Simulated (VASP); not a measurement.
# MoSe: single point with PBE

MoSe:

```xyz
2
Lattice="1.5462 0.8927 3.9449 -1.5462 0.8927 3.9449 0.0000 -1.7855 3.9449" Properties=species:S:1:pos:R:3 pbc="T T T"
Mo    0.0000    0.0000    0.0000
Se    0.0000    0.0000    5.9173
```

```
Program             : VASP 6.6.1
Task                : single point
Functional          : PBE
Potentials or basis : VASP PAW PBE potentials, release 64 (Mo_sv, Se)
Cutoff              : 520 eV
k mesh              : 6 × 6 × 6
Occupations         : gaussian, width 0.1 eV
Spin                : collinear spin, ferromagnetic start
Starting moments    : [0.46, 0.0] μB
```

```
Pressure                                              : 0.3 GPa
Net moment                                            : 0.15 μB per cell
Site moments                                          : Mo +0.13; Se +0.00 μB
Valence electrons inside the program's atomic spheres : Mo 12.35; Se 3.89
```

Stress tensor (GPa, compression positive):
```
0.42 0.00 0.00
0.00 0.42 0.00
0.00 0.00 0.20
```

Levels at points of the mesh, in eV from the Fermi level:
Spin up:
```tsv
k point	band 7	band 8	band 9	band 10	band 11	band 12	band 13	band 14
(0.00, 0.00, 0.00)	-3.94	-1.14	-1.14	0.11	0.11	0.81	0.81	3.93
(0.50, 0.00, 0.00)	-6.45	-3.37	-2.40	2.20	2.38	2.95	4.03	5.41
(0.50, 0.50, 0.00)	-3.96	-3.72	-1.27	-1.20	-0.35	0.97	2.23	5.93
(0.50, 0.50, 0.50)	-2.32	-2.32	-1.93	0.07	0.07	3.84	3.84	6.66
```
Spin down:
| k point | band 8 | band 9 | band 10 | band 11 | band 12 | band 13 |
| --- | --- | --- | --- | --- | --- | --- |
| (0.00, 0.00, 0.00) | -1.04 | -1.04 | 0.21 | 0.21 | 0.81 | 0.81 |
| (0.50, 0.00, 0.00) | -3.33 | -2.31 | 2.30 | 2.44 | 3.02 | 4.10 |
| (0.50, 0.50, 0.00) | -3.63 | -1.26 | -1.14 | -0.24 | 1.05 | 2.33 |
| (0.50, 0.50, 0.50) | -2.25 | -1.87 | 0.18 | 0.18 | 3.88 | 3.88 |

Wall time 46 s on 1 thread of Intel(R) Xeon(R) Platinum 8259CL CPU @ 2.50GHz (Skylake/Cascade Lake), on a shared host, peak memory 0.22 GiB.

Caveat: the k points lie up to 0.40 Å⁻¹ apart.
